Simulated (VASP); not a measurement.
A run of VASP 6.6.1 is set up as follows.

Contents of POSCAR:

```
GaSb
1.0
   -2.7534340000      2.7534340000      1.5907070000
    2.7534340000     -2.7534340000      1.5907070000
    2.7534340000      2.7534340000     -1.5907070000
Sb Ga
1 1
Direct
    0.0000000000      0.0000000000      0.0000000000
    0.7500000000      0.2500000000      0.5000000000
```

File INCAR.step1:

```
PREC = Accurate
ENCUT = 520
EDIFF = 1E-5
ISMEAR = -1
SIGMA = 0.05
LREAL = F
LASPH = T
NELM = 100
ALGO = Normal
ISIF = 2
LWAVE = T
LCHARG = F
NBANDS = 16
GGA = PE
LUSENCCL = F
```

File INCAR.step2:

```
PREC = Accurate
ENCUT = 520
EDIFF = 1E-6
ISMEAR = -1
SIGMA = 0.05
LREAL = F
LASPH = T
NELM = 100
ALGO = Normal
ISIF = 2
LWAVE = F
LCHARG = F
GGA = PE
LHFCALC = T
AEXX = 0.25
HFSCREEN = 0.1
PRECFOCK = Normal
NBANDS = 16
ISTART = 1
LUSENCCL = F
```

KPOINTS

```
regular mesh
0
Gamma
  5 5 5
```

Potentials or basis: VASP PAW PBE potentials, release 64 (Sb, Ga_d).

Command:

```sh
$ cat potpaw_PBE.64/Sb/POTCAR potpaw_PBE.64/Ga_d/POTCAR > POTCAR
$ cp INCAR.step1 INCAR
$ mpirun -np 1 vasp_std > vasp.out
$ cp INCAR.step2 INCAR
$ mpirun -np 1 vasp_std > vasp.out
```

(1) Predict the band gap on the k mesh.

(2) Estimate the pressure.

## Answers

(1) zero (bands 9 and 10 overlap by 3.17 eV).

(2) -2.5 GPa.

Caveat: the k points lie up to 0.46 Å⁻¹ apart, too coarse for converged energies and pressures of a metal; the PAW data sets were made with another functional, which shifts forces and pressure a little; spin-orbit coupling is left out, which moves the levels of the heavy elements.
